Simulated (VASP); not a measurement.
# Ga2O3 (R-3c) in VASP: relaxation of cell and atoms with PBEsol

Aim: the relaxation of cell and atoms of Ga2O3 with PBEsol.

Everything below comes from runs of VASP 6.6.1. Logs are shortened: lines on timing, memory, paths and dates and some standing lists are left out, and cuts for length are marked.

## 1. The cell of the first run

Symmetry: R-3c, No. 167, trigonal system. The conventional cell has a = 4.992 Å, b = 4.992 Å, c = 13.481 Å, α = 90.00°, β = 90.00°, γ = 120.00°. Ga (site symmetry 3) has 6 O at 1.97 to 2.02 Å and 1 Ga at 2.69 Å within 2.7 Å. O (site symmetry 2) has 4 Ga at 1.97 to 2.02 Å and 8 O at 2.61 to 2.85 Å within 2.9 Å.

## 2. Relaxation of cell and atoms, PBEsol

INCAR reads:

```
  PREC = Accurate
  ENCUT = 600
  EDIFF = 1E-7
  ISMEAR = 0
  SIGMA = 0.1
  LREAL = F
  LASPH = T
  NELM = 120
  ALGO = Normal
  ISIF = 3
  LWAVE = F
  LCHARG = F
  GGA = PS
  IBRION = 2
  NSW = 100
  EDIFFG = -0.05
  GGA_COMPAT = F
  NELMIN = 4
```

KPOINTS reads:

```
regular mesh
0
Gamma
  6 6 6
```

POSCAR reads:

```
Ga2O3
1.0
    2.4958571300      1.4409837900      4.4937665100
   -2.4958571300      1.4409837900      4.4937665100
    0.0000000000     -2.8819675800      4.4937665100
Ga O
4 6
Direct
    0.8498564200      0.8498564200      0.8498564200
    0.6501435800      0.6501435800      0.6501435800
    0.1501435800      0.1501435800      0.1501435800
    0.3498564200      0.3498564200      0.3498564200
    0.0516918800      0.7500000000      0.4483081200
    0.7500000000      0.4483081200      0.0516918800
    0.4483081200      0.0516918800      0.7500000000
    0.9483081200      0.2500000000      0.5516918800
    0.5516918800      0.9483081200      0.2500000000
    0.2500000000      0.5516918800      0.9483081200
```

Potentials or basis: VASP PAW PBE potentials, release 64 (Ga_d, O).

Launch:

```console
cat potpaw_PBE.64/Ga_d/POTCAR potpaw_PBE.64/O/POTCAR > POTCAR
mpirun -np 1 vasp_std > vasp.out
```

OUTCAR:

```text
PREC = Accurate
   ENCUT = 600
   EDIFF = 1E-7
   ISMEAR = 0
   LREAL = F
   LASPH = T
   NELM = 120
   ISIF = 3
   GGA = PS
   IBRION = 2
   NSW = 100
   EDIFFG = -0.05
   NELMIN = 4

 ion  position               nearest neighbor table
   1  0.850  0.850  0.850-  10 1.97   9 1.97   8 1.97   7 2.02   6 2.02   5 2.02   2 2.69   3 2.92
                             3 2.92   3 2.92
   2  0.650  0.650  0.650-   8 1.97   9 1.97  10 1.97   7 2.02   5 2.02   6 2.02   1 2.69   4 2.92
                             4 2.92   4 2.92
   3  0.150  0.150  0.150-   6 1.97   7 1.97   5 1.97   9 2.02  10 2.02   8 2.02   4 2.69   1 2.92
                             1 2.92   1 2.92
   4  0.350  0.350  0.350-   5 1.97   7 1.97   6 1.97   9 2.02   8 2.02  10 2.02   3 2.69   2 2.92
                             2 2.92   2 2.92
   5  0.052  0.750  0.448-   4 1.97   3 1.97   2 2.02   1 2.02
   6  0.750  0.448  0.052-   3 1.97   4 1.97   1 2.02   2 2.02
   7  0.448  0.052  0.750-   3 1.97   4 1.97   1 2.02   2 2.02
   8  0.948  0.250  0.552-   2 1.97   1 1.97   4 2.02   3 2.02
   9  0.552  0.948  0.250-   1 1.97   2 1.97   3 2.02   4 2.02
  10  0.250  0.552  0.948-   1 1.97   2 1.97   3 2.02   4 2.02

  LATTYP: Found a trigonal (rhomboedric) cell.
 ALAT       =     5.3385086441
 COS(alpha) =     0.5628509493

  Lattice vectors:

 A1 = (   2.4958571300,   1.4409837900,   4.4937665100)
 A2 = (  -2.4958571300,   1.4409837900,   4.4937665100)
 A3 = (   0.0000000000,  -2.8819675800,   4.4937665100)

Analysis of symmetry for initial positions (statically):
=====================================================================
 Subroutine PRICEL returns:
 Original cell was already a primitive cell.

 Routine SETGRP: Setting up the symmetry group for a
 trigonal (rhombohedral) supercell.

 Subroutine GETGRP returns: Found 12 space group operations
 (whereof  6 operations were pure point group operations)
 out of a pool of 12 trial point group operations.

The static configuration has the point symmetry S_6 .
 The point group associated with its full space group is D_3d.

Analysis of symmetry for dynamics (positions and initial velocities):
=====================================================================
 Subroutine PRICEL returns:
 Original cell was already a primitive cell.

 Routine SETGRP: Setting up the symmetry group for a
 trigonal (rhombohedral) supercell.

 Subroutine GETGRP returns: Found 12 space group operations
 (whereof  6 operations were pure point group operations)
 out of a pool of 12 trial point group operations.

The dynamic configuration has the point symmetry S_6 .
 The point group associated with its full space group is D_3d.

 Subroutine INISYM returns: Found 12 space group operations
 (whereof  6 operations are pure point group operations),
 and found     1 'primitive' translations

----------------------------------------------------------------------------------------

                                     Primitive cell

  volume of cell :      96.9707

  direct lattice vectors                    reciprocal lattice vectors
     2.495857130  1.440983790  4.493766510     0.200331980  0.115661722  0.074176825
    -2.495857130  1.440983790  4.493766510    -0.200331980  0.115661722  0.074176825
     0.000000000 -2.881967580  4.493766510     0.000000000 -0.231323444  0.074176825

  length of vectors
     5.338508644  5.338508644  5.338508647     0.242925374  0.242925374  0.242925374

  position of ions in fractional coordinates (direct lattice)
     0.849856420  0.849856420  0.849856420
     0.650143580  0.650143580  0.650143580
     0.150143580  0.150143580  0.150143580
     0.349856420  0.349856420  0.349856420
     0.051691880  0.750000000  0.448308120
     0.750000000  0.448308120  0.051691880
     0.448308120  0.051691880  0.750000000
     0.948308120  0.250000000  0.551691880
     0.551691880  0.948308120  0.250000000
     0.250000000  0.551691880  0.948308120

  ion indices of the primitive-cell ions
   primitive index   ion index
                 1           1
                 2           2
                 3           3
                 4           4
                 5           5
                 6           6
                 7           7
                 8           8
                 9           9
                10          10

----------------------------------------------------------------------------------------

 KPOINTS: regular mesh

Automatic generation of k-mesh.
 Grid dimensions read from file:
 generate k-points for:    6    6    6

 Generating k-lattice:

  Cartesian coordinates                     Fractional coordinates (reciprocal lattice)
     0.033388663  0.019276954  0.012362804     0.166666667  0.000000000  0.000000000
    -0.033388663  0.019276954  0.012362804     0.000000000  0.166666667  0.000000000
     0.000000000 -0.038553907  0.012362804     0.000000000  0.000000000  0.166666667

  Length of vectors
     0.040487562  0.040487562  0.040487562

  Shift w.r.t. Gamma in fractional coordinates (k-lattice)
     0.000000000  0.000000000  0.000000000

 Subroutine IBZKPT returns following result:
 ===========================================

 Found     32 irreducible k-points:

 Following reciprocal coordinates:
            Coordinates               Weight
  0.000000  0.000000  0.000000      1.000000
  0.166667  0.000000 -0.000000      6.000000
  0.333333 -0.000000  0.000000      6.000000
  0.500000  0.000000  0.000000      3.000000
  0.166667  0.166667 -0.000000      6.000000
  0.333333  0.166667  0.000000     12.000000
[... 16 lines left out ...]
  0.500000  0.500000  0.166667      6.000000
 -0.333333  0.500000  0.166667     12.000000
 [... further k-points ...]
   k-points           NKPTS =     32   k-points in BZ     NKDIM =     32   number of bands    NBANDS=     52
   number of dos      NEDOS =    301   number of ions     NIONS =     10
   total plane-waves  NPLWV = 110592
   dimension x,y,z NGX =    48 NGY =   48 NGZ =   48
   dimension x,y,z NGXF=    96 NGYF=   96 NGZF=   96
   ions per type =               4   6
   NGX,Y,Z   is equivalent  to a cutoff of  14.95, 14.95, 14.95 a.u.
   NGXF,Y,Z  is equivalent  to a cutoff of  29.90, 29.90, 29.90 a.u.
 SYSTEM =  unknown system
   PREC   = accura    normal or accurate (medium, high low for compatibility)
   ISTART =      0    job   : 0-new  1-cont  2-samecut
   ICHARG =      2    charge: 1-file 2-atom 10-const
   ISPIN  =      1    spin polarized calculation?
   LNONCOLLINEAR =      F non collinear calculations
   LSORBIT =      F    spin-orbit coupling
   LASPH  =      T    aspherical Exc in radial PAW
   ENCUT  =  600.0 eV  44.10 Ry    6.64 a.u.  10.66 10.66 10.66*2*pi/ulx,y,z
   NELM   =    120;   NELMIN=  4; NELMDL= -5     # of ELM steps
   EDIFF  = 0.1E-06   stopping-criterion for ELM
   LREAL  =      F    real-space projection
   EDIFFG = -.5E-01   stopping-criterion for IOM
   NSW    =    100    number of steps for IOM
   IBRION =      2    ionic relax: 0-MD 1-quasi-New 2-CG
   NFREE  =      1    steps in history (QN), initial steepest desc. (CG)
   ISIF   =      3    stress and relaxation
   ISYM   =      2    0-nonsym 1-usesym 2-fastsym
   POTIM  = 0.5000    time-step for ionic-motion
   TEBEG  =    0.0;   TEEND  =   0.0 temperature during run
   PSTRESS=    0.0 pullay stress
   NELECT =      88.0000    total number of electrons
   NUPDOWN=      -1.0000    fix difference up-down
   EMIN   =  10.00;   EMAX   =-10.00  energy-range for DOS
   EFERMI =   0.00;   METHOD = LEGACY
   ISMEAR =     0;   SIGMA  =   0.10  broadening in eV -4-tet -1-fermi 0-gaus
   EFERMI_NEDOS =   21; number of points for ismear=-14 and -15
   IALGO  =     38    algorithm
   IMIX   =      4    mixing-type and parameters
     AMIX     =   0.40;   BMIX     =  1.00
     AMIX_MAG =   1.60;   BMIX_MAG =  1.00
  volume/ion in A,a.u.               =       9.70        65.44
  Fermi-wavevector in a.u.,A,eV,Ry     =   1.584974  2.995167 34.179784  2.512143
  Thomas-Fermi vector in A             =   2.684510
   LORBIT       =      0    0 simple, 1 ext, 2 COOP (PROOUT), +10 PAW based schemes
   GGA     = PS    functional components
   LHFCALC =     F    Hartree Fock is set to
   AEXX    =    0.0000 exact exchange contribution
   IVDW    =     0    specifies the selected vdW correction
   LEPSILON=     F    determine dielectric tensor
   LRPA    =     F    only Hartree local field effects (RPA)
 conjugate gradient relaxation of ions
 non-spin polarized calculation
 Gauss-broadening in eV      SIGMA  =   0.10
  energy-cutoff  :      600.00
  volume of cell :       96.97
 maximum number of plane-waves:      3256
 NGX is ok and might be reduce to    48
   NGX = 21   NGY = 21   NGZ = 21

--------------------------------------- Ionic step        1  -------------------------------------------

 number of electron      87.9999996 magnetization

 Free energy of the ion-electron system (eV)
  ---------------------------------------------------
  ext. energy  EPLUGINS =         0.00000000
  ---------------------------------------------------
  free energy    TOTEN  =       -63.64452162 eV

  energy without entropy =      -63.64452162  energy(sigma->0) =      -63.64452162

------------------------ aborting loop because EDIFF is reached ----------------------------------------

  FORCE on cell =-STRESS in cart. coord.  units (eV):
  Direction    XX          YY          ZZ          XY          YZ          ZX
  --------------------------------------------------------------------------------------
  -------------------------------------------------------------------------------------
  Total        0.3483503      0.3483503      2.6860723     -0.0000000      0.0000000      0.0000000
  in kB        5.7555417      5.7555417     44.3800415     -0.0000000      0.0000000      0.0000000
  external PRESSURE =      18.6303749 kB  Pullay stress =       0.0000000 kB
[... 205 lines left out ...]
  energy  without entropy=      -63.8103171887  energy(sigma->0) =      -63.81031719

--------------------------------------- Ionic step        6  -------------------------------------------

 number of electron      87.9999997 magnetization

 Free energy of the ion-electron system (eV)
  ---------------------------------------------------
  ext. energy  EPLUGINS =         0.00000000
  ---------------------------------------------------
  free energy    TOTEN  =       -63.82126210 eV

  energy without entropy =      -63.82126210  energy(sigma->0) =      -63.82126210

 E-fermi :   4.7558     XC(G=0): -12.4304

 val. band max:        4.3364629019   @ k =  -0.1667   0.1667   0.0000
 cond. band min:       7.0393467708   @ k =   0.0000   0.0000   0.0000
 fundamental gap:      2.7028838689
 Fermi energy:         4.7558448272

 k-point     1 :       0.0000    0.0000    0.0000
  band No.  band energies     occupation
      1     -14.5956      2.00000
      2     -12.5561      2.00000
      3     -12.5561      2.00000
      4     -12.5400      2.00000
      5     -12.5085      2.00000
      6     -12.5085      2.00000
[... 1309 lines left out ...]
     51      14.1556      0.00000
     52      15.0047      0.00000

 [... further k-points ...]

------------------------ aborting loop because EDIFF is reached ----------------------------------------

  FORCE on cell =-STRESS in cart. coord.  units (eV):
  Direction    XX          YY          ZZ          XY          YZ          ZX
  --------------------------------------------------------------------------------------
  -------------------------------------------------------------------------------------
  Total        0.3280725      0.3280725     -0.0479555      0.0000000      0.0000000      0.0000000
  in kB        5.4122616      5.4122616     -0.7911285      0.0000000      0.0000000      0.0000000
  external PRESSURE =       3.3444649 kB  Pullay stress =       0.0000000 kB
[... 25 lines left out ...]
  FREE ENERGIE OF THE ION-ELECTRON SYSTEM (eV)
  ---------------------------------------------------
  free  energy   TOTEN  =       -63.8212621031 eV

  energy  without entropy=      -63.8212621030  energy(sigma->0) =      -63.82126210

 reached required accuracy - stopping structural energy minimisation
```

Wall time 11 min (1 thread of Intel Xeon 6975P-C (Granite Rapids), shared host); peak memory 0.43 GiB.

Results:

* Free energy: -63.8213 eV
* Relaxed volume: 9.71 Å³/atom
* Relaxed cell: a = 5.339 Å, b = 5.339 Å, c = 5.339 Å, α = 55.80°, β = 55.80°, γ = 55.80°
* Space group after relaxing (to 0.1 Å): R-3c (No. 167)
* Energy gained by relaxing: 17.7 meV/atom
* Ionic steps: 6
* Pressure after relaxing: 0.3 GPa
* Largest force after relaxing: 0.034 eV/Å
* Band gap on the k mesh: 2.70 eV (least direct gap 2.96 eV)

Forces on the atoms (eV/Å):
```
Ga   0.000  0.000  0.034
Ga   0.000  0.000 -0.034
Ga   0.000  0.000 -0.034
Ga   0.000  0.000  0.034
O   -0.016 -0.028  0.000
O   -0.016  0.028  0.000
O    0.032  0.000  0.000
O    0.016  0.028  0.000
O   -0.032  0.000  0.000
O    0.016 -0.028  0.000
```

Stress tensor (GPa, compression positive):
```
 0.54  0.00  0.00
 0.00  0.54  0.00
 0.00  0.00 -0.08
```

The path:
```
step  energy change (eV)  largest force (eV/Å)  pressure (GPa)  volume (Å³)
   1              0.0000                1.1195            1.86        96.97
   2             -0.1434                0.1714           -2.60        98.56
   3             -0.1440                0.2214           -2.38        98.46
   4             -0.1653                0.1260            1.56        96.66
   5             -0.1658                0.1255            1.00        96.89
   6             -0.1767                0.0343            0.33        97.12
```

Final structure:
```xyz
10
Lattice="2.4982 1.4423 4.4922 -2.4982 1.4423 4.4922 0.0000 -2.8847 4.4922" Properties=species:S:1:pos:R:3 pbc="T T T"
Ga    0.0000    0.0000   11.5291
Ga    0.0000    0.0000    8.6859
Ga    0.0000    0.0000    1.9476
Ga    0.0000    0.0000    4.7908
O    -1.7403   -0.1296    5.6153
O     0.7579    1.5719    5.6153
O     0.9824   -1.4423    5.6153
O     1.7403    0.1296    7.8614
O    -0.9824    1.4423    7.8614
O    -0.7579   -1.5719    7.8614
```

Caveat: the PAW data sets were made with another functional, which shifts forces and pressure a little; the relaxation stopped at a loose force limit of 0.05 eV/Å, so its end isn't a converged minimum.
